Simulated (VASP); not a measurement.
# Sc (P1) in VASP: a series of runs

Runs on Sc. Level: PBEsol. Tasks: single point.

Everything below comes from runs of VASP 6.6.1. Logs are shortened: lines on timing, memory, paths and dates and some standing lists are left out, and cuts for length are marked.

**1. The cell of the first run**

The typed cell holds 4 atoms: a = 6.581 Å, b = 6.581 Å, c = 3.291 Å, α = 60.00°, β = 60.00°, γ = 60.00°.

**2. Single point, PBEsol**

File INCAR:

```
SYSTEM = Sc
PREC = Accurate
ENCUT = 520
EDIFF = 1E-7
ISMEAR = -1
SIGMA = 0.08
LREAL = .FALSE.
LASPH = .TRUE.
NELM = 100
ALGO = Normal
ISIF = 2
LWAVE = .FALSE.
LCHARG = .FALSE.
GGA = PS
NBANDS = 30
```

File KPOINTS:

```
Automatic mesh
0
G
  4 4 7
  0 0 0
```

File POSCAR:

```
Sc
1.0
    0.0000000000      4.6536924094      4.6536924094
    4.6536924094      0.0000000000      4.6536924094
    2.3268462047      2.3268462047      0.0000000000
Sc
4
Direct
    0.0023482429     -0.0093482758      0.0048735494
   -0.0024294687      0.5017342778      0.0055027272
    0.5026967393      0.0008670534     -0.0076863696
    0.4973842911      0.5067471789     -0.0026896922
```

Potentials or basis: VASP PAW PBE potentials, release 64 (Sc_sv).

Launch:

```sh
cat potpaw_PBE.64/Sc_sv/POTCAR > POTCAR
mpirun -np 1 vasp_std > vasp.out
```

OUTCAR:

```text
SYSTEM = Sc
   PREC = Accurate
   ENCUT = 520
   EDIFF = 1E-7
   ISMEAR = -1
   LREAL = .FALSE.
   LASPH = .TRUE.
   NELM = 100
   ISIF = 2
   GGA = PS

 ion  position               nearest neighbor table
   1  0.002  0.991  0.005-   4 3.22   2 3.23   2 3.26   3 3.27   3 3.28   3 3.31   3 3.31   2 3.33
                             2 3.35   4 3.36
   2  0.998  0.502  0.006-   1 3.23   1 3.26   3 3.27   4 3.28   4 3.29   4 3.29   4 3.30   3 3.31
                             1 3.33   1 3.35
   3  0.503  0.001  0.992-   4 3.26   1 3.27   2 3.27   1 3.28   4 3.28   4 3.30   1 3.31   2 3.31
                             1 3.31   4 3.32
   4  0.497  0.507  0.997-   1 3.22   3 3.26   2 3.28   3 3.28   2 3.29   2 3.29   3 3.30   2 3.30
                             3 3.32   1 3.36

  LATTYP: Found a base centered orthorhombic cell.
 ALAT       =     6.5813149205
 B/A-ratio  =     1.4142135624
 C/A-ratio  =     0.5000000000

  Lattice vectors:

 A1 = (  -2.3268462047,   2.3268462047,  -4.6536924094)
 A2 = (  -2.3268462047,   2.3268462047,   4.6536924094)
 A3 = (   2.3268462047,   2.3268462047,   0.0000000000)

Analysis of symmetry for initial positions (statically):
=====================================================================
 Subroutine PRICEL returns:
 Original cell was already a primitive cell.

 Routine SETGRP: Setting up the symmetry group for a
 base centered orthorhombic supercell.

 Subroutine GETGRP returns: Found  1 space group operations
 (whereof  1 operations were pure point group operations)
 out of a pool of  8 trial point group operations.

The static configuration has the point symmetry C_1 .

Analysis of symmetry for dynamics (positions and initial velocities):
=====================================================================
 Subroutine PRICEL returns:
 Original cell was already a primitive cell.

 Routine SETGRP: Setting up the symmetry group for a
 base centered orthorhombic supercell.

 Subroutine GETGRP returns: Found  1 space group operations
 (whereof  1 operations were pure point group operations)
 out of a pool of  8 trial point group operations.

The dynamic configuration has the point symmetry C_1 .

 Subroutine INISYM returns: Found  1 space group operations
 (whereof  1 operations are pure point group operations),
 and found     1 'primitive' translations

----------------------------------------------------------------------------------------

                                     Primitive cell

  volume of cell :     100.7843

  direct lattice vectors                    reciprocal lattice vectors
     0.000000000  4.653692409  4.653692409    -0.107441566  0.107441566  0.107441566
     4.653692409  0.000000000  4.653692409     0.107441566 -0.107441566  0.107441566
     2.326846205  2.326846205  0.000000000     0.214883132  0.214883132 -0.214883132

  length of vectors
     6.581314920  6.581314920  3.290657460     0.186094251  0.186094251  0.372188502

  position of ions in fractional coordinates (direct lattice)
     0.002348243  0.990651724  0.004873549
     0.997570531  0.501734278  0.005502727
     0.502696739  0.000867053  0.992313630
     0.497384291  0.506747179  0.997310308

  ion indices of the primitive-cell ions
   primitive index   ion index
                 1           1
                 2           2
                 3           3
                 4           4

----------------------------------------------------------------------------------------

 KPOINTS: Automatic mesh

Automatic generation of k-mesh.
 Grid dimensions read from file:
 generate k-points for:    4    4    7

 Generating k-lattice:

  Cartesian coordinates                     Fractional coordinates (reciprocal lattice)
    -0.026860391  0.026860391  0.026860391     0.250000000  0.000000000  0.000000000
     0.026860391 -0.026860391  0.026860391     0.000000000  0.250000000  0.000000000
     0.030697590  0.030697590 -0.030697590     0.000000000  0.000000000  0.142857143

  Length of vectors
     0.046523563  0.046523563  0.053169786

  Shift w.r.t. Gamma in fractional coordinates (k-lattice)
     0.000000000  0.000000000  0.000000000

 -----------------------------------------------------------------------------
|                                                                             |
|           W    W    AA    RRRRR   N    N  II  N    N   GGGG   !!!           |
|           W    W   A  A   R    R  NN   N  II  NN   N  G    G  !!!           |
|           W    W  A    A  R    R  N N  N  II  N N  N  G       !!!           |
|           W WW W  AAAAAA  RRRRR   N  N N  II  N  N N  G  GGG   !            |
|           WW  WW  A    A  R   R   N   NN  II  N   NN  G    G                |
|           W    W  A    A  R    R  N    N  II  N    N   GGGG   !!!           |
|                                                                             |
|     Your reciprocal lattice and k-lattice belong to different lattice       |
|     classes:                                                                |
|                                                                             |
|        The reciprocal lattice is base centered orthorhombic,                |
|        whereas your k-lattice is base-centered monoclinic.                  |
|                                                                             |
|     Results are often still useful ...                                      |
|                                                                             |
 -----------------------------------------------------------------------------

 WARNING: IBZKPT: internal override: KBLOWUP is changed to .FALSE.
      ... skipping the blow-up phase ...

 Subroutine IBZKPT returns following result:
 ===========================================

 Found     58 irreducible k-points:

 Following reciprocal coordinates:
            Coordinates               Weight
  0.000000  0.000000  0.000000      1.000000
  0.250000  0.000000  0.000000      2.000000
  0.500000  0.000000  0.000000      1.000000
  0.000000  0.250000  0.000000      2.000000
  0.250000  0.250000  0.000000      2.000000
  0.500000  0.250000  0.000000      2.000000
[... 16 lines left out ...]
  0.000000 -0.250000  0.142857      2.000000
  0.250000 -0.250000  0.142857      2.000000
 [... further k-points ...]
   k-points           NKPTS =     58   k-points in BZ     NKDIM =     58   number of bands    NBANDS=     30
   number of dos      NEDOS =    301   number of ions     NIONS =      4
   total plane-waves  NPLWV =  60000
   dimension x,y,z NGX =    50 NGY =   50 NGZ =   24
   dimension x,y,z NGXF=   100 NGYF=  100 NGZF=   48
   ions per type =               4
   NGX,Y,Z   is equivalent  to a cutoff of  12.63, 12.63, 12.12 a.u.
   NGXF,Y,Z  is equivalent  to a cutoff of  25.26, 25.26, 24.25 a.u.
 SYSTEM =  Sc
   PREC   = accura    normal or accurate (medium, high low for compatibility)
   ISTART =      0    job   : 0-new  1-cont  2-samecut
   ICHARG =      2    charge: 1-file 2-atom 10-const
   ISPIN  =      1    spin polarized calculation?
   LNONCOLLINEAR =      F non collinear calculations
   LSORBIT =      F    spin-orbit coupling
   LASPH  =      T    aspherical Exc in radial PAW
   ENCUT  =  520.0 eV  38.22 Ry    6.18 a.u.  12.24 12.24  6.12*2*pi/ulx,y,z
   NELM   =    100;   NELMIN=  2; NELMDL= -5     # of ELM steps
   EDIFF  = 0.1E-06   stopping-criterion for ELM
   LREAL  =      F    real-space projection
   EDIFFG = 0.1E-05   stopping-criterion for IOM
   NSW    =      0    number of steps for IOM
   IBRION =     -1    ionic relax: 0-MD 1-quasi-New 2-CG
   NFREE  =      0    steps in history (QN), initial steepest desc. (CG)
   ISIF   =      2    stress and relaxation
   ISYM   =      2    0-nonsym 1-usesym 2-fastsym
   POTIM  = 0.5000    time-step for ionic-motion
   TEBEG  =    0.0;   TEEND  =   0.0 temperature during run
   PSTRESS=    0.0 pullay stress
   NELECT =      44.0000    total number of electrons
   NUPDOWN=      -1.0000    fix difference up-down
   EMIN   =  10.00;   EMAX   =-10.00  energy-range for DOS
   EFERMI =   0.00;   METHOD = LEGACY
   ISMEAR =    -1;   SIGMA  =   0.08  broadening in eV -4-tet -1-fermi 0-gaus
   EFERMI_NEDOS =   21; number of points for ismear=-14 and -15
   IALGO  =     38    algorithm
   IMIX   =      4    mixing-type and parameters
     AMIX     =   0.40;   BMIX     =  1.00
     AMIX_MAG =   1.60;   BMIX_MAG =  1.00
  volume/ion in A,a.u.               =      25.20       170.03
  Fermi-wavevector in a.u.,A,eV,Ry     =   1.241923  2.346894 20.985259  1.542373
  Thomas-Fermi vector in A             =   2.376300
   LORBIT       =      0    0 simple, 1 ext, 2 COOP (PROOUT), +10 PAW based schemes
   GGA     = PS    functional components
   LHFCALC =     F    Hartree Fock is set to
   AEXX    =    0.0000 exact exchange contribution
   IVDW    =     0    specifies the selected vdW correction
   LEPSILON=     F    determine dielectric tensor
   LRPA    =     F    only Hartree local field effects (RPA)
 non-spin polarized calculation
  energy-cutoff  :      520.00
  volume of cell :      100.78
 maximum number of plane-waves:      2737
 NGX is ok and might be reduce to    50
   NGX = 25   NGY = 25   NGZ = 13

 number of electron      44.0000002 magnetization

 Free energy of the ion-electron system (eV)
  ---------------------------------------------------
  ext. energy  EPLUGINS =         0.00000000
  ---------------------------------------------------
  free energy    TOTEN  =       -26.24679433 eV

  energy without entropy =      -26.07497118  energy(sigma->0) =      -26.16088276

 E-fermi :   3.5056     XC(G=0):  -9.8978

 val. band max:        3.5042761007   @ k =   0.5000   0.5000   0.1429
 cond. band min:       3.5138893020   @ k =   0.5000   0.5000   0.1429
 fundamental gap:      0.0096132012
 Fermi energy:         3.5056357172

 k-point     1 :       0.0000    0.0000    0.0000
  band No.  band energies     occupation
      1     -45.7741      2.00000
      2     -45.7198      2.00000
      3     -45.7174      2.00000
      4     -45.7007      2.00000
      5     -24.6627      2.00000
      6     -24.6612      2.00000
[... 22 lines left out ...]
     29       5.0536      0.00000
     30       5.0634      0.00000

 k-point     2 :       0.2500    0.0000    0.0000
  band No.  band energies     occupation
      1     -45.7661      2.00000
      2     -45.7270      2.00000
      3     -45.7159      2.00000
      4     -45.7031      2.00000
      5     -24.6389      2.00000
      6     -24.6133      2.00000
[... 22 lines left out ...]
     29       5.1837      0.00000
     30       5.1955      0.00000

 k-point     3 :       0.5000    0.0000    0.0000
  band No.  band energies     occupation
      1     -45.7475      2.00000
      2     -45.7456      2.00000
      3     -45.7117      2.00000
      4     -45.7073      2.00000
      5     -24.5984      2.00000
      6     -24.5959      2.00000
[... 22 lines left out ...]
     29       5.2691      0.00000
     30       5.2755      0.00000

 k-point     4 :       0.0000    0.2500    0.0000
  band No.  band energies     occupation
      1     -45.7662      2.00000
      2     -45.7267      2.00000
      3     -45.7159      2.00000
      4     -45.7033      2.00000
      5     -24.6389      2.00000
      6     -24.6134      2.00000
[... 22 lines left out ...]
     29       5.1774      0.00000
     30       5.1834      0.00000

 k-point     5 :       0.2500    0.2500    0.0000
  band No.  band energies     occupation
      1     -45.7634      2.00000
      2     -45.7200      2.00000
      3     -45.7179      2.00000
      4     -45.7108      2.00000
      5     -24.6224      2.00000
      6     -24.6208      2.00000
[... 22 lines left out ...]
     29       5.2117      0.00000
     30       5.2807      0.00000
[... 526 lines left out ...]
     29       5.4154      0.00000
     30       5.7212      0.00000

 k-point    22 :      -0.2500    0.5000    0.1429
  band No.  band energies     occupation
      1     -45.7340      2.00000
      2     -45.7326      2.00000
      3     -45.7267      2.00000
      4     -45.7052      2.00000
      5     -24.5592      2.00000
      6     -24.5257      2.00000
[... 22 lines left out ...]
     29       5.8451      0.00000
     30       5.8902      0.00000

 k-point    23 :       0.0000   -0.2500    0.1429
  band No.  band energies     occupation
      1     -45.7520      2.00000
      2     -45.7272      2.00000
      3     -45.7110      2.00000
      4     -45.7082      2.00000
      5     -24.6038      2.00000
      6     -24.5784      2.00000
[... 22 lines left out ...]
     29       5.4496      0.00000
     30       5.4568      0.00000

 k-point    24 :       0.2500   -0.2500    0.1429
  band No.  band energies     occupation
      1     -45.7467      2.00000
      2     -45.7339      2.00000
      3     -45.7144      2.00000
      4     -45.7034      2.00000
      5     -24.5801      2.00000
      6     -24.5723      2.00000
[... 22 lines left out ...]
     29       5.4696      0.00000
     30       5.5162      0.00000

 [... further k-points ...]

------------------------ aborting loop because EDIFF is reached ----------------------------------------

  FORCE on cell =-STRESS in cart. coord.  units (eV):
  Direction    XX          YY          ZZ          XY          YZ          ZX
  --------------------------------------------------------------------------------------
  -------------------------------------------------------------------------------------
  Total       -1.8999721     -1.9114435     -1.9569753     -0.0454467     -0.0042753      0.0083959
  in kB      -30.2040228    -30.3863836    -31.1102074     -0.7224706     -0.0679649      0.1334705
  external PRESSURE =     -30.5668712 kB  Pullay stress =       0.0000000 kB

 VOLUME and BASIS-vectors are now :
 -----------------------------------------------------------------------------
  energy-cutoff  :      520.00
  volume of cell :      100.78
      direct lattice vectors                 reciprocal lattice vectors
     0.000000000  4.653692409  4.653692409    -0.107441566  0.107441566  0.107441566
     4.653692409  0.000000000  4.653692409     0.107441566 -0.107441566  0.107441566
     2.326846205  2.326846205  0.000000000     0.214883132  0.214883132 -0.214883132

 POSITION                                       TOTAL-FORCE (eV/Angst)
 -----------------------------------------------------------------------------------
      4.62153      0.02227      4.62112         0.117435     -0.093604      0.124229
      2.34772      4.65519      6.97730        -0.098434      0.048801     -0.059385
      2.31300      4.64836      2.34343         0.056313     -0.025441     -0.008943
      4.67883      4.63526      4.67292        -0.075314      0.070244     -0.055901
 -----------------------------------------------------------------------------------
    total drift:                               -0.000017     -0.000042     -0.000015

  FREE ENERGIE OF THE ION-ELECTRON SYSTEM (eV)
  ---------------------------------------------------
  free  energy   TOTEN  =       -26.2467943277 eV

  energy  without entropy=      -26.0749711827  energy(sigma->0) =      -26.16088276
```

Run time: 3.6 min. Hardware: 1 thread of Intel Xeon Platinum 8175M at 2.50GHz (Skylake/Cascade Lake), shared host; peak memory 0.3 GiB.

Results:

- Free energy: -26.2468 eV
- Pressure: -3.1 GPa
- Largest force: 0.195 eV/Å
- Band gap on the k mesh: zero (band 22 reaches 3.81 eV, above the bottom of band 23 at 3.14 eV)

Forces in eV/Å, atoms in the order of the input:
```
Sc   0.117 -0.094  0.124
Sc  -0.098  0.049 -0.059
Sc   0.056 -0.025 -0.009
Sc  -0.075  0.070 -0.056
```

Levels at points of the mesh, in eV from the Fermi level:
```csv
k point,band 18,band 19,band 20,band 21,band 22,band 23,band 24,band 25,band 26,band 27
"(0.00, 0.00, 0.00)",-1.75,-1.75,-1.48,-0.60,0.20,0.20,1.43,1.44,1.44,1.45
"(0.50, 0.00, 0.00)",-3.72,-1.25,-1.19,-0.31,-0.22,0.72,0.72,0.79,0.89,1.73
"(0.00, 0.50, 0.00)",-3.70,-1.23,-1.20,-0.27,-0.26,0.62,0.78,0.83,0.89,1.73
"(0.50, 0.50, 0.00)",-3.29,-1.83,-1.82,0.27,0.30,0.36,0.39,0.70,0.73,1.61
```

Caveat: the PAW data sets were made with another functional, which shifts forces and pressure a little.

**3. Single point, PBEsol**

File INCAR:

```
SYSTEM = Sc
PREC = Accurate
ENCUT = 520
EDIFF = 1E-6
ISMEAR = -1
SIGMA = 0.08
LREAL = .False.
LASPH = .True.
NELM = 100
ALGO = Normal
ISIF = 2
LWAVE = .False.
LCHARG = .True.
GGA = PS
LELF = .True.
LVHAR = .True.
NBANDS = 30
```

File KPOINTS:

```
Automatic mesh
0
Gamma
  4 4 7
  0 0 0
```

File POSCAR:

```
Sc
1.0
    0.0000000000      4.6536924094      4.6536924094
    4.6536924094      0.0000000000      4.6536924094
    2.3268462047      2.3268462047      0.0000000000
Sc
4
Direct
    0.0044986858     -0.0179325346      0.0092904722
   -0.0046594184      0.5029996171      0.0110473567
    0.5051878795      0.0018982776     -0.0151896588
    0.4949726577      0.5130348742     -0.0051479552
```

Potentials or basis: VASP PAW PBE potentials, release 64 (Sc_sv).

Launch:

```sh
cat potpaw_PBE.64/Sc_sv/POTCAR > POTCAR
mpirun -np 1 vasp_std > vasp.out
```

Wall time 3.3 min (1 thread of Intel Xeon Platinum 8175M at 2.50GHz (Skylake/Cascade Lake), shared host); peak memory 0.3 GiB.

Results (log left out):

```
Free energy            : -26.2246 eV
Pressure               : -3.0 GPa
Largest force          : 0.371 eV/Å
Band gap on the k mesh : zero (band 22 reaches 3.78 eV, above the bottom of band 23 at 3.15 eV)
```

Forces on the atoms (eV/Å):
```
Sc   0.224 -0.178  0.236
Sc  -0.186  0.090 -0.111
Sc   0.107 -0.047 -0.018
Sc  -0.145  0.135 -0.107
```

Stress tensor (GPa, compression positive):
```
-2.89 -0.17  0.09
-0.17 -2.96  0.02
 0.09  0.02 -3.06
```

Levels at points of the mesh, in eV from the Fermi level:
| k point | band 20 | band 21 | band 22 | band 23 | band 24 | band 25 |
| --- | --- | --- | --- | --- | --- | --- |
| (0.00, 0.00, 0.00) | -1.48 | -0.60 | 0.20 | 0.21 | 1.40 | 1.44 |
| (0.50, 0.00, 0.00) | -1.15 | -0.35 | -0.17 | 0.69 | 0.72 | 0.77 |
| (0.00, 0.50, 0.00) | -1.18 | -0.27 | -0.25 | 0.54 | 0.75 | 0.90 |
| (0.50, 0.50, 0.00) | -1.81 | 0.21 | 0.28 | 0.38 | 0.43 | 0.69 |

Caveat: the PAW data sets were made with another functional, which shifts forces and pressure a little.
